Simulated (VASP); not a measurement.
# Sb in VASP: a series of runs

Sb is run at these levels: LDA; tasks: single point.

Program: VASP 6.6.1. These are calculated values, not measurements. Logs are shortened: lines on timing, memory, paths and dates and some standing lists are left out, and cuts for length are marked.

## (1) The cell of the first run

The cell holds a slab with vacuum, 3 atoms: a = 3.299 Å, b = 3.299 Å, c = 21.455 Å, α = 90.00°, β = 90.00°, γ = 120.00°.

## (2) Single point, LDA

Input file INCAR:

```
  PREC = Accurate
  ENCUT = 520
  EDIFF = 1E-6
  ISMEAR = -1
  SIGMA = 0.08
  LREAL = False
  LASPH = True
  NELM = 100
  ALGO = Normal
  ISIF = 2
  LWAVE = False
  LCHARG = False
  LDIPOL = True
  IDIPOL = 3
  DIPOL = 0.5 0.5 0.500
  NBANDS = 14
```

Input file KPOINTS:

```
Automatic mesh
0
Gamma
  14 14 1
```

Input file POSCAR:

```
Sb
1.0
    3.2985250201      0.0000000000      0.0000000000
   -1.6492625100      2.8566064624      0.0000000000
    0.0000000000      0.0000000000     21.4548000000
Sb
3
Direct
    0.0000000000      0.0000000000      0.3728769146
    0.3333333340      0.6666666660      0.5000000000
    0.0000000000      0.0000000000      0.6271230854
```

Potentials or basis: VASP PAW LDA potentials, release 64 (Sb).

Started as:

```
cat potpaw_LDA.64/Sb/POTCAR > POTCAR
mpirun -np 1 vasp_std > vasp.out
```

OUTCAR:

```text
PREC = Accurate
   ENCUT = 520
   EDIFF = 1E-6
   ISMEAR = -1
   LREAL = False
   LASPH = True
   NELM = 100
   ISIF = 2

 ion  position               nearest neighbor table
   1  0.000  0.000  0.373-   2 3.33   2 3.33   2 3.33
   2  0.333  0.667  0.500-   1 3.33   3 3.33   1 3.33   3 3.33   1 3.33   3 3.33
   3  0.000  0.000  0.627-   2 3.33   2 3.33   2 3.33

  LATTYP: Found a hexagonal cell.
 ALAT       =     3.2985250201
 C/A-ratio  =     6.5043617584

  Lattice vectors:

 A1 = (   3.2985250201,   0.0000000000,   0.0000000000)
 A2 = (  -1.6492625100,   2.8566064624,   0.0000000000)
 A3 = (   0.0000000000,   0.0000000000,  21.4548000000)

Analysis of symmetry for initial positions (statically):
=====================================================================
 Subroutine PRICEL returns:
 Original cell was already a primitive cell.

 Routine SETGRP: Setting up the symmetry group for a
 hexagonal supercell.

 Subroutine GETGRP returns: Found 12 space group operations
 (whereof 12 operations were pure point group operations)
 out of a pool of 24 trial point group operations.

The static configuration has the point symmetry D_3h.

Analysis of symmetry for dynamics (positions and initial velocities):
=====================================================================
 Subroutine PRICEL returns:
 Original cell was already a primitive cell.

 Routine SETGRP: Setting up the symmetry group for a
 hexagonal supercell.

 Subroutine GETGRP returns: Found 12 space group operations
 (whereof 12 operations were pure point group operations)
 out of a pool of 24 trial point group operations.

The dynamic configuration has the point symmetry D_3h.

 Subroutine INISYM returns: Found 12 space group operations
 (whereof 12 operations are pure point group operations),
 and found     1 'primitive' translations

----------------------------------------------------------------------------------------

                                     Primitive cell

  volume of cell :     202.1597

  direct lattice vectors                    reciprocal lattice vectors
     3.298525020  0.000000000  0.000000000     0.303165807  0.175032860  0.000000000
    -1.649262510  2.856606462  0.000000000     0.000000000  0.350065721  0.000000000
     0.000000000  0.000000000 21.454800000     0.000000000  0.000000000  0.046609616

  length of vectors
     3.298525020  3.298525020 21.454800000     0.350065721  0.350065721  0.046609616

  position of ions in fractional coordinates (direct lattice)
     0.000000000  0.000000000  0.372876915
     0.333333334  0.666666666  0.500000000
     0.000000000  0.000000000  0.627123085

  ion indices of the primitive-cell ions
   primitive index   ion index
                 1           1
                 2           2
                 3           3

----------------------------------------------------------------------------------------

 KPOINTS: Automatic mesh

Automatic generation of k-mesh.
 Grid dimensions read from file:
 generate k-points for:   14   14    1

 Generating k-lattice:

  Cartesian coordinates                     Fractional coordinates (reciprocal lattice)
     0.021654701  0.012502347  0.000000000     0.071428571  0.000000000  0.000000000
     0.000000000  0.025004694  0.000000000     0.000000000  0.071428571  0.000000000
     0.000000000  0.000000000  0.046609616     0.000000000  0.000000000  1.000000000

  Length of vectors
     0.025004694  0.025004694  0.046609616

  Shift w.r.t. Gamma in fractional coordinates (k-lattice)
     0.000000000  0.000000000  0.000000000

 Subroutine IBZKPT returns following result:
 ===========================================

 Found     24 irreducible k-points:

 Following reciprocal coordinates:
            Coordinates               Weight
  0.000000  0.000000  0.000000      1.000000
  0.071429  0.000000  0.000000      6.000000
  0.142857  0.000000  0.000000      6.000000
  0.214286  0.000000  0.000000      6.000000
  0.285714  0.000000  0.000000      6.000000
  0.357143  0.000000  0.000000      6.000000
[... 16 lines left out ...]
  0.285714  0.285714  0.000000      6.000000
  0.357143  0.285714  0.000000      6.000000
   k-points           NKPTS =     24   k-points in BZ     NKDIM =     24   number of bands    NBANDS=     14
   number of dos      NEDOS =    301   number of ions     NIONS =      3
   total plane-waves  NPLWV = 125440
   dimension x,y,z NGX =    28 NGY =   28 NGZ =  160
   dimension x,y,z NGXF=    56 NGYF=   56 NGZF=  320
   ions per type =               3
   NGX,Y,Z   is equivalent  to a cutoff of  14.11, 14.11, 12.40 a.u.
   NGXF,Y,Z  is equivalent  to a cutoff of  28.22, 28.22, 24.80 a.u.
 SYSTEM =  unknown system
   PREC   = accura    normal or accurate (medium, high low for compatibility)
   ISTART =      0    job   : 0-new  1-cont  2-samecut
   ICHARG =      2    charge: 1-file 2-atom 10-const
   ISPIN  =      1    spin polarized calculation?
   LNONCOLLINEAR =      F non collinear calculations
   LSORBIT =      F    spin-orbit coupling
   LASPH  =      T    aspherical Exc in radial PAW
   ENCUT  =  520.0 eV  38.22 Ry    6.18 a.u.   6.13  6.13 39.89*2*pi/ulx,y,z
   NELM   =    100;   NELMIN=  2; NELMDL= -5     # of ELM steps
   EDIFF  = 0.1E-05   stopping-criterion for ELM
   LREAL  =      F    real-space projection
   EDIFFG = 0.1E-04   stopping-criterion for IOM
   NSW    =      0    number of steps for IOM
   IBRION =     -1    ionic relax: 0-MD 1-quasi-New 2-CG
   NFREE  =      0    steps in history (QN), initial steepest desc. (CG)
   ISIF   =      2    stress and relaxation
   ISYM   =      2    0-nonsym 1-usesym 2-fastsym
   POTIM  = 0.5000    time-step for ionic-motion
   TEBEG  =    0.0;   TEEND  =   0.0 temperature during run
   PSTRESS=    0.0 pullay stress
   NELECT =      15.0000    total number of electrons
   NUPDOWN=      -1.0000    fix difference up-down
   EMIN   =  10.00;   EMAX   =-10.00  energy-range for DOS
   EFERMI =   0.00;   METHOD = LEGACY
   ISMEAR =    -1;   SIGMA  =   0.08  broadening in eV -4-tet -1-fermi 0-gaus
   EFERMI_NEDOS =   21; number of points for ismear=-14 and -15
   IALGO  =     38    algorithm
   IMIX   =      4    mixing-type and parameters
     AMIX     =   0.40;   BMIX     =  1.00
     AMIX_MAG =   1.60;   BMIX_MAG =  1.00
  volume/ion in A,a.u.               =      67.39       454.75
  Fermi-wavevector in a.u.,A,eV,Ry     =   0.687924  1.299988  6.438810  0.473239
  Thomas-Fermi vector in A             =   1.768577
   LORBIT       =      0    0 simple, 1 ext, 2 COOP (PROOUT), +10 PAW based schemes
   GGA     = CA    functional components
   LHFCALC =     F    Hartree Fock is set to
   AEXX    =    0.0000 exact exchange contribution
   IVDW    =     0    specifies the selected vdW correction
   LEPSILON=     F    determine dielectric tensor
   LRPA    =     F    only Hartree local field effects (RPA)
 non-spin polarized calculation
  energy-cutoff  :      520.00
  volume of cell :      202.16
 maximum number of plane-waves:      5478
 NGX is ok and might be reduce to    28
   NGX = 13   NGY = 13   NGZ = 79

 dipolmoment           0.000000      0.000000      0.000000 electrons x Angstroem

 number of electron      15.0000000 magnetization

 dipolmoment           0.000000      0.000000     -0.000000 electrons x Angstroem

 Free energy of the ion-electron system (eV)
  ---------------------------------------------------
  ext. energy  EPLUGINS =         0.00000000
  ---------------------------------------------------
  free energy    TOTEN  =       -13.24443058 eV

  energy without entropy =      -13.19805254  energy(sigma->0) =      -13.22124156

 E-fermi :   0.6269     XC(G=0):  -4.7982

 val. band max:        0.5591302021   @ k =   0.3571   0.2857   0.0000
 cond. band min:       0.6273358887   @ k =   0.2857   0.0714   0.0000
 fundamental gap:      0.0682056866
 Fermi energy:         0.6268626265

 k-point     1 :       0.0000    0.0000    0.0000
  band No.  band energies     occupation
      1     -12.2771      2.00000
      2     -10.9843      2.00000
      3      -9.5124      2.00000
      4      -4.1621      2.00000
      5      -1.2266      2.00000
      6       2.1397      0.00000
      7       4.5585      0.00000
      8       4.8072      0.00000
      9       4.8072      0.00000
     10       5.1991      0.00000
     11       5.6892      0.00000
     12       5.6892      0.00000
     13       5.7157      0.00000
     14       6.1247      0.00000

 k-point     2 :       0.0714    0.0000    0.0000
  band No.  band energies     occupation
      1     -12.1829      2.00000
      2     -10.8918      2.00000
      3      -9.4246      2.00000
      4      -4.0678      2.00000
      5      -1.1457      2.00000
      6       2.1996      0.00000
      7       3.8541      0.00000
      8       4.4550      0.00000
      9       4.6525      0.00000
     10       4.8438      0.00000
     11       5.2990      0.00000
     12       5.4367      0.00000
     13       5.5238      0.00000
     14       5.8085      0.00000
[... 343 lines left out ...]
      1      -8.1855      2.00000
      2      -7.2441      2.00000
      3      -6.8879      2.00000
      4      -3.3827      2.00000
      5      -3.1947      2.00000
      6      -3.0510      2.00000
      7      -1.7002      2.00000
      8      -1.4595      2.00000
      9      -0.4087      2.00000
     10       0.1182      1.99654
     11       2.1088      0.00000
     12       2.4216      0.00000
     13       5.5149      0.00000
     14       6.8955      0.00000

 k-point    24 :       0.3571    0.2857    0.0000
  band No.  band energies     occupation
      1      -7.6606      2.00000
      2      -7.0743      2.00000
      3      -6.9605      2.00000
      4      -3.6310      2.00000
      5      -3.3244      2.00000
      6      -2.7802      2.00000
      7      -2.0949      2.00000
      8      -1.9726      2.00000
      9      -0.7962      2.00000
     10       0.5591      1.39973
     11       1.7251      0.00000
     12       2.6283      0.00000
     13       5.2479      0.00000
     14       6.8752      0.00000

------------------------ aborting loop because EDIFF is reached ----------------------------------------

 vacuum level on the upper side and lower side of the slab       (xc-potential included)        -0.119        -0.119

  FORCE on cell =-STRESS in cart. coord.  units (eV):
  Direction    XX          YY          ZZ          XY          YZ          ZX
  --------------------------------------------------------------------------------------
  -------------------------------------------------------------------------------------
  Total       -1.8708845     -1.8708845     -0.9505980     -0.0000000      0.0000000      0.0000000
  in kB      -14.8273282    -14.8273282     -7.5337777     -0.0000000      0.0000000      0.0000000
  external PRESSURE =     -12.3961447 kB  Pullay stress =       0.0000000 kB

 VOLUME and BASIS-vectors are now :
 -----------------------------------------------------------------------------
  energy-cutoff  :      520.00
  volume of cell :      202.16
      direct lattice vectors                 reciprocal lattice vectors
     3.298525020  0.000000000  0.000000000     0.303165807  0.175032860  0.000000000
    -1.649262510  2.856606462  0.000000000     0.000000000  0.350065721  0.000000000
     0.000000000  0.000000000 21.454800000     0.000000000  0.000000000  0.046609616

 POSITION                                       TOTAL-FORCE (eV/Angst)
 -----------------------------------------------------------------------------------
      0.00000      0.00000      8.00000         0.000000     -0.000000      0.173595
      0.00000      1.90440     10.72740        -0.000000      0.000000      0.000000
      0.00000      0.00000     13.45480         0.000000     -0.000000     -0.173595
 -----------------------------------------------------------------------------------
    total drift:                               -0.000001      0.000000     -0.000000

  FREE ENERGIE OF THE ION-ELECTRON SYSTEM (eV)
  ---------------------------------------------------
  free  energy   TOTEN  =       -13.2444305825 eV

  energy  without entropy=      -13.1980525383  energy(sigma->0) =      -13.22124156

 vacuum level on the upper side and lower side of the slab         5.074         5.074
```

Run time: 2.3 min. Hardware: 1 thread of Intel Xeon 8259CL, shared host; peak memory 0.28 GiB.

What came out:

- Free energy: -13.2444 eV
- Largest force: 0.174 eV/Å
- Band gap on the k mesh: zero (an odd number of electrons rules out a gap without spin polarisation)

Forces in eV/Å, atoms in the order of the input:
```
Sb   0.000  0.000  0.174
Sb   0.000  0.000  0.000
Sb   0.000  0.000 -0.174
```

Caveat: spin-orbit coupling is left out, which moves the levels of the heavy elements.

## (3) Single point, LDA

Input file INCAR:

```
SYSTEM = Sb
  ALGO = Normal
  DIPOL = 0.5 0.5 0.500
  EDIFF = 1E-6
  ENCUT = 520
  GGA = CA
  IDIPOL = 3
  ISIF = 2
  ISMEAR = -1
  LASPH = .True.
  LCHARG = .False.
  LDIPOL = .True.
  LREAL = .False.
  LWAVE = .False.
  NBANDS = 14
  NELM = 100
  PREC = Accurate
  SIGMA = 0.08
```

Input file KPOINTS:

```
k-points
0
Gamma
  14 14 1
  0 0 0
```

Input file POSCAR:

```
Sb
1.0
    3.2985250201      0.0000000000      0.0000000000
   -1.6492625100      2.8566064624      0.0000000000
    0.0000000000      0.0000000000     21.4548000000
Sb
3
Direct
    0.0000000000      0.0000000000      0.3773906233
    0.3333333333      0.6666666667      0.4999999997
    0.0000000000      0.0000000000      0.6226093770
```

Potentials or basis: VASP PAW LDA potentials, release 64 (Sb).

Started as:

```
cat potpaw_LDA.64/Sb/POTCAR > POTCAR
mpirun -np 1 vasp_std > vasp.out
```

It took 2.6 min on 1 thread of Intel Xeon 8259CL, shared host; peak memory 0.28 GiB.

Results (log left out):

* Free energy: -13.2602 eV
* Largest force: 0.015 eV/Å
* Band gap on the k mesh: zero (an odd number of electrons rules out a gap without spin polarisation)

Forces on the atoms (eV/Å):
```
Sb   0.000  0.000 -0.015
Sb   0.000  0.000  0.000
Sb   0.000  0.000  0.015
```

Levels at points of the mesh, in eV from the Fermi level:
| k point | band 4 | band 5 | band 6 | band 7 | band 8 | band 9 | band 10 | band 11 |
| --- | --- | --- | --- | --- | --- | --- | --- | --- |
| (0.00, 0.00, 0.00) | -4.78 | -1.61 | 1.90 | 4.02 | 4.02 | 4.02 | 4.72 | 5.02 |
| (0.50, 0.00, 0.00) | -5.15 | -5.05 | -3.70 | -1.08 | 0.69 | 0.95 | 1.33 | 2.07 |

Caveat: spin-orbit coupling is left out, which moves the levels of the heavy elements.
